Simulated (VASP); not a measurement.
# LiH (Fm-3m) in VASP: further runs

LiH is run at these levels: PBE; tasks: single point, relaxation of cell and atoms.

Everything below comes from runs of VASP 6.6.1. Logs are shortened: lines on timing, memory, paths and dates and some standing lists are left out, and cuts for length are marked.

## 1. The cell of the first run

It takes space group Fm-3m (No. 225, cubic). Conventional cell: a = 4.007 Å, b = 4.007 Å, c = 4.007 Å, α = 90.00°, β = 90.00°, γ = 90.00°. Li (site symmetry m-3m) has 6 H at 2.00 Å within 2.7 Å. Within 2.7 Å of H (site symmetry m-3m) lie 6 Li at 2.00 Å.

## 2. Single point, PBE

Contents of INCAR:

```
SYSTEM = LiH
PREC = Accurate
ENCUT = 520
EDIFF = 1E-6
ISMEAR = 0
SIGMA = 0.02
LREAL = .False.
LASPH = .True.
NELM = 80
ALGO = Normal
ISIF = 2
LWAVE = .False.
LCHARG = .True.
GGA = PE
LELF = .True.
LVHAR = .True.
NBANDS = 9
```

Contents of KPOINTS:

```
Automatic mesh
0
Gamma
  10 10 10
  0 0 0
```

Contents of POSCAR:

```
LiH
1.0
    0.0000000000      2.0033987008      2.0033987008
    2.0033987008      0.0000000000      2.0033987008
    2.0033987008      2.0033987008      0.0000000000
Li H
1 1
Direct
    0.0000000000      0.0000000000      0.0000000000
    0.5000000000      0.5000000000      0.5000000000
```

Potentials or basis: VASP PAW PBE potentials, release 64 (Li_sv, H).

On the command line:

```
> cat potpaw_PBE.64/Li_sv/POTCAR potpaw_PBE.64/H/POTCAR > POTCAR
> mpirun -np 1 vasp_std > vasp.out
```

OUTCAR:

```text
SYSTEM = LiH
   PREC = Accurate
   ENCUT = 520
   EDIFF = 1E-6
   ISMEAR = 0
   LREAL = .False.
   LASPH = .True.
   NELM = 80
   ISIF = 2
   GGA = PE

 ion  position               nearest neighbor table
   1  0.000  0.000  0.000-
   2  0.500  0.500  0.500-

  LATTYP: Found a face centered cubic cell.
 ALAT       =     4.0067974016

  Lattice vectors:

 A1 = (   0.0000000000,   2.0033987008,   2.0033987008)
 A2 = (   2.0033987008,   0.0000000000,   2.0033987008)
 A3 = (   2.0033987008,   2.0033987008,   0.0000000000)

Analysis of symmetry for initial positions (statically):
=====================================================================
 Subroutine PRICEL returns:
 Original cell was already a primitive cell.

 Routine SETGRP: Setting up the symmetry group for a
 face centered cubic supercell.

 Subroutine GETGRP returns: Found 48 space group operations
 (whereof 48 operations were pure point group operations)
 out of a pool of 48 trial point group operations.

The static configuration has the point symmetry O_h .

Analysis of symmetry for dynamics (positions and initial velocities):
=====================================================================
 Subroutine PRICEL returns:
 Original cell was already a primitive cell.

 Routine SETGRP: Setting up the symmetry group for a
 face centered cubic supercell.

 Subroutine GETGRP returns: Found 48 space group operations
 (whereof 48 operations were pure point group operations)
 out of a pool of 48 trial point group operations.

The dynamic configuration has the point symmetry O_h .

 Subroutine INISYM returns: Found 48 space group operations
 (whereof 48 operations are pure point group operations),
 and found     1 'primitive' translations

----------------------------------------------------------------------------------------

                                     Primitive cell

  volume of cell :      16.0817

  direct lattice vectors                    reciprocal lattice vectors
     0.000000000  2.003398701  2.003398701    -0.249575883  0.249575883  0.249575883
     2.003398701  0.000000000  2.003398701     0.249575883 -0.249575883  0.249575883
     2.003398701  2.003398701  0.000000000     0.249575883  0.249575883 -0.249575883

  length of vectors
     2.833233614  2.833233614  2.833233614     0.432278110  0.432278110  0.432278110

  position of ions in fractional coordinates (direct lattice)
     0.000000000  0.000000000  0.000000000
     0.500000000  0.500000000  0.500000000

  ion indices of the primitive-cell ions
   primitive index   ion index
                 1           1
                 2           2

----------------------------------------------------------------------------------------

 KPOINTS: Automatic mesh

Automatic generation of k-mesh.
 Grid dimensions read from file:
 generate k-points for:   10   10   10

 Generating k-lattice:

  Cartesian coordinates                     Fractional coordinates (reciprocal lattice)
    -0.024957588  0.024957588  0.024957588     0.100000000  0.000000000  0.000000000
     0.024957588 -0.024957588  0.024957588     0.000000000  0.100000000  0.000000000
     0.024957588  0.024957588 -0.024957588     0.000000000  0.000000000  0.100000000

  Length of vectors
     0.043227811  0.043227811  0.043227811

  Shift w.r.t. Gamma in fractional coordinates (k-lattice)
     0.000000000  0.000000000  0.000000000

 Subroutine IBZKPT returns following result:
 ===========================================

 Found     47 irreducible k-points:

 Following reciprocal coordinates:
            Coordinates               Weight
  0.000000  0.000000  0.000000      1.000000
  0.100000  0.000000  0.000000      8.000000
  0.200000  0.000000  0.000000      8.000000
  0.300000  0.000000  0.000000      8.000000
  0.400000  0.000000  0.000000      8.000000
  0.500000  0.000000  0.000000      4.000000
[... 16 lines left out ...]
  0.300000  0.300000  0.000000      6.000000
  0.400000  0.300000  0.000000     24.000000
 [... further k-points ...]
   k-points           NKPTS =     47   k-points in BZ     NKDIM =     47   number of bands    NBANDS=      9
   number of dos      NEDOS =    301   number of ions     NIONS =      2
   total plane-waves  NPLWV =  13824
   dimension x,y,z NGX =    24 NGY =   24 NGZ =   24
   dimension x,y,z NGXF=    48 NGYF=   48 NGZF=   48
   ions per type =               1   1
   NGX,Y,Z   is equivalent  to a cutoff of  14.08, 14.08, 14.08 a.u.
   NGXF,Y,Z  is equivalent  to a cutoff of  28.17, 28.17, 28.17 a.u.
 SYSTEM =  LiH
   PREC   = accura    normal or accurate (medium, high low for compatibility)
   ISTART =      0    job   : 0-new  1-cont  2-samecut
   ICHARG =      2    charge: 1-file 2-atom 10-const
   ISPIN  =      1    spin polarized calculation?
   LNONCOLLINEAR =      F non collinear calculations
   LSORBIT =      F    spin-orbit coupling
   LASPH  =      T    aspherical Exc in radial PAW
   ENCUT  =  520.0 eV  38.22 Ry    6.18 a.u.   5.27  5.27  5.27*2*pi/ulx,y,z
   NELM   =     80;   NELMIN=  2; NELMDL= -5     # of ELM steps
   EDIFF  = 0.1E-05   stopping-criterion for ELM
   LREAL  =      F    real-space projection
   EDIFFG = 0.1E-04   stopping-criterion for IOM
   NSW    =      0    number of steps for IOM
   IBRION =     -1    ionic relax: 0-MD 1-quasi-New 2-CG
   NFREE  =      0    steps in history (QN), initial steepest desc. (CG)
   ISIF   =      2    stress and relaxation
   ISYM   =      2    0-nonsym 1-usesym 2-fastsym
   POTIM  = 0.5000    time-step for ionic-motion
   TEBEG  =    0.0;   TEEND  =   0.0 temperature during run
   PSTRESS=    0.0 pullay stress
   NELECT =       4.0000    total number of electrons
   NUPDOWN=      -1.0000    fix difference up-down
   EMIN   =  10.00;   EMAX   =-10.00  energy-range for DOS
   EFERMI =   0.00;   METHOD = LEGACY
   ISMEAR =     0;   SIGMA  =   0.02  broadening in eV -4-tet -1-fermi 0-gaus
   EFERMI_NEDOS =   21; number of points for ismear=-14 and -15
   IALGO  =     38    algorithm
   IMIX   =      4    mixing-type and parameters
     AMIX     =   0.40;   BMIX     =  1.00
     AMIX_MAG =   1.60;   BMIX_MAG =  1.00
  volume/ion in A,a.u.               =       8.04        54.26
  Fermi-wavevector in a.u.,A,eV,Ry     =   1.029558  1.945582 14.422032  1.059989
  Thomas-Fermi vector in A             =   2.163612
   LORBIT       =      0    0 simple, 1 ext, 2 COOP (PROOUT), +10 PAW based schemes
   GGA     = PE    functional components
   LHFCALC =     F    Hartree Fock is set to
   AEXX    =    0.0000 exact exchange contribution
   IVDW    =     0    specifies the selected vdW correction
   LEPSILON=     F    determine dielectric tensor
   LRPA    =     F    only Hartree local field effects (RPA)
 non-spin polarized calculation
 Gauss-broadening in eV      SIGMA  =   0.02
  energy-cutoff  :      520.00
  volume of cell :       16.08
 maximum number of plane-waves:       444
 NGX is ok and might be reduce to    24
   NGX = 11   NGY = 11   NGZ = 11

 number of electron       3.9999995 magnetization

 Free energy of the ion-electron system (eV)
  ---------------------------------------------------
  ext. energy  EPLUGINS =         0.00000000
  ---------------------------------------------------
  free energy    TOTEN  =        -6.12707686 eV

  energy without entropy =       -6.12707686  energy(sigma->0) =       -6.12707686

 E-fermi :   0.3585     XC(G=0):  -8.5158

 val. band max:        0.0973328396   @ k =   0.5000   0.5000   0.0000
 cond. band min:       3.0755964024   @ k =   0.5000   0.5000   0.0000
 fundamental gap:      2.9782635628
 Fermi energy:         0.3585433138

 k-point     1 :       0.0000    0.0000    0.0000
  band No.  band energies     occupation
      1     -44.1921      2.00000
      2      -5.3408      2.00000
      3      16.2096      0.00000
      4      18.0017      0.00000
      5      18.0017      0.00000
      6      18.0017      0.00000
      7      22.7195      0.00000
      8      22.7195      0.00000
      9      22.7195      0.00000

 k-point     2 :       0.1000    0.0000    0.0000
  band No.  band energies     occupation
      1     -44.1878      2.00000
      2      -5.1639      2.00000
      3      14.7297      0.00000
      4      17.0058      0.00000
      5      17.6126      0.00000
      6      17.6126      0.00000
      7      22.1504      0.00000
      8      23.5606      0.00000
      9      23.5606      0.00000

 k-point     3 :       0.2000    0.0000    0.0000
  band No.  band energies     occupation
      1     -44.1762      2.00000
      2      -4.6467      2.00000
      3      11.4722      0.00000
      4      15.7351      0.00000
      5      16.9850      0.00000
      6      16.9850      0.00000
      7      22.9952      0.00000
      8      23.3518      0.00000
      9      23.3518      0.00000

 k-point     4 :       0.3000    0.0000    0.0000
  band No.  band energies     occupation
      1     -44.1618      2.00000
      2      -3.8503      2.00000
      3       8.3231      0.00000
      4      14.6894      0.00000
      5      16.6049      0.00000
      6      16.6049      0.00000
      7      21.2808      0.00000
      8      21.2808      0.00000
      9      24.5497      0.00000
[... 205 lines left out ...]
 k-point    22 :      -0.2000    0.2000    0.0000
  band No.  band energies     occupation
      1     -44.1569      2.00000
      2      -3.5130      2.00000
      3       9.6308      0.00000
      4       9.7746      0.00000
      5      16.1368      0.00000
      6      17.1366      0.00000
      7      21.9183      0.00000
      8      24.0359      0.00000
      9      25.7129      0.00000

 k-point    23 :       0.3000    0.3000    0.0000
  band No.  band energies     occupation
      1     -44.1522      2.00000
      2      -3.1134      2.00000
      3       8.6790      0.00000
      4      12.3466      0.00000
      5      12.3466      0.00000
      6      15.5761      0.00000
      7      17.5661      0.00000
      8      28.6537      0.00000
      9      31.1397      0.00000

 k-point    24 :       0.4000    0.3000    0.0000
  band No.  band energies     occupation
      1     -44.1432      2.00000
      2      -2.2216      2.00000
      3       6.7899      0.00000
      4      10.5786      0.00000
      5      11.9053      0.00000
      6      16.3413      0.00000
      7      17.6748      0.00000
      8      29.6940      0.00000
      9      30.1581      0.00000

 [... further k-points ...]
[... 5 lines left out ...]
  --------------------------------------------------------------------------------------
  -------------------------------------------------------------------------------------
  Total       -0.0243940     -0.0243940     -0.0243940     -0.0000000     -0.0000000      0.0000000
  in kB       -2.4303066     -2.4303066     -2.4303066     -0.0000000     -0.0000000      0.0000000
  external PRESSURE =      -2.4303066 kB  Pullay stress =       0.0000000 kB

 VOLUME and BASIS-vectors are now :
 -----------------------------------------------------------------------------
  energy-cutoff  :      520.00
  volume of cell :       16.08
      direct lattice vectors                 reciprocal lattice vectors
     0.000000000  2.003398701  2.003398701    -0.249575883  0.249575883  0.249575883
     2.003398701  0.000000000  2.003398701     0.249575883 -0.249575883  0.249575883
     2.003398701  2.003398701  0.000000000     0.249575883  0.249575883 -0.249575883

 POSITION                                       TOTAL-FORCE (eV/Angst)
 -----------------------------------------------------------------------------------
      0.00000      0.00000      0.00000         0.000000     -0.000000     -0.000000
      2.00340      2.00340      2.00340         0.000000      0.000000      0.000000
 -----------------------------------------------------------------------------------
    total drift:                                0.000000     -0.000000     -0.000000

  FREE ENERGIE OF THE ION-ELECTRON SYSTEM (eV)
  ---------------------------------------------------
  free  energy   TOTEN  =        -6.1270768567 eV

  energy  without entropy=       -6.1270768567  energy(sigma->0) =       -6.12707686
```

It took 14 s on 1 thread of AMD EPYC 7R43 (Zen 3), shared host; peak memory 0.09 GiB.

What came out:

| Quantity | Value |
| --- | --- |
| Free energy | -6.1271 eV |
| Band gap on the k mesh | 2.98 eV, direct |

Levels at points of the mesh, in eV from the valence-band top:
```csv
k point,band 1,band 2,band 3,band 4,band 5,band 6
"(0.00, 0.00, 0.00)",-44.29,-5.44,16.11,17.90,17.90,17.90
"(0.50, 0.00, 0.00)",-44.24,-2.63,4.92,13.67,16.51,16.51
"(0.50, 0.50, 0.00)",-44.23,0.00,2.98,10.82,10.82,13.99
```

Caveat: the cutoff is under 1.25 times the usual one of these potentials, so pressure, stress and relaxed cells hold a basis-set (Pulay) error.

## 3. Relaxation of cell and atoms, PBE

This run uses another cell than the first one, of 8.45 Å³/atom, 1.051 times its volume.

Contents of INCAR:

```
ALGO     = Normal         # electronic algorithm
EDIFF    = 1E-6           # SCF threshold, eV
EDIFFG   = -0.005         # ionic threshold
ENCUT    = 600            # plane-wave cutoff, eV
GGA      = PE             # functional
IBRION   = 2              # ionic algorithm
ISIF     = 3              # what is computed and relaxed
ISMEAR   = 0              # smearing method
LASPH    = T              # aspherical terms in the spheres
LCHARG   = F              # write CHGCAR
LREAL    = F              # projectors in reciprocal space
LWAVE    = F              # write WAVECAR
NELM     = 100            # most SCF steps
NSW      = 100            # ionic steps
PREC     = Accurate       # precision mode
SIGMA    = 0.02           # smearing width, eV
```

Contents of KPOINTS:

```
k-points
0
Gamma
  10 10 10
```

Contents of POSCAR:

```
LiH
1.0
    0.0000000000      2.0367500000      2.0367500000
    2.0367500000      0.0000000000      2.0367500000
    2.0367500000      2.0367500000      0.0000000000
Li H
1 1
Direct
    0.0000000000      0.0000000000      0.0000000000
    0.5000000000      0.5000000000      0.5000000000
```

Potentials or basis: VASP PAW PBE potentials, release 64 (Li_sv, H).

On the command line:

```
> cat potpaw_PBE.64/Li_sv/POTCAR potpaw_PBE.64/H/POTCAR > POTCAR
> mpirun -np 1 vasp_std > vasp.out
```

Wall time 24 s (1 thread of AMD EPYC 7R43 (Zen 3), shared host); peak memory 0.1 GiB.

Results (log left out):

```
Free energy                            : -6.1284 eV
Relaxed volume                         : 7.98 Å³/atom
Relaxed cell                           : a = 2.826 Å, b = 2.826 Å, c = 2.826 Å, α = 60.00°, β = 60.00°, γ = 60.00°
Space group after relaxing (to 0.05 Å) : Fm-3m (No. 225)
Energy gained by relaxing              : 2.8 meV/atom
Ionic steps                            : 3
Pressure after relaxing                : 0.0 GPa
Band gap on the k mesh                 : 2.97 eV, direct
```

The path:
```tsv
step	energy change (eV)	largest force (eV/Å)	pressure (GPa)	volume (Å³)
1	0.0000	0.0000	-1.85	16.90
2	-0.0024	0.0000	-1.42	16.66
3	-0.0056	0.0000	0.03	15.96
```

Final structure:
```
Li H
1.0
     0.00000    1.99833    1.99833
     1.99833    0.00000    1.99833
     1.99833    1.99833    0.00000
Li H
1 1
Direct
  0.00000 0.00000 0.00000
  0.50000 0.50000 0.50000
```

Levels at points of the mesh, in eV from the valence-band top:
| k point | band 1 | band 2 | band 3 | band 4 | band 5 |
| --- | --- | --- | --- | --- | --- |
| (0.00, 0.00, 0.00) | -44.28 | -5.47 | 16.20 | 17.98 | 17.98 |
| (0.50, 0.00, 0.00) | -44.23 | -2.65 | 4.94 | 13.74 | 16.58 |
| (0.50, 0.50, 0.00) | -44.22 | 0.00 | 2.97 | 10.86 | 10.86 |

Caveat: the cutoff is under 1.25 times the usual one of these potentials, so pressure, stress and relaxed cells hold a basis-set (Pulay) error. A k mesh can miss the band edges.
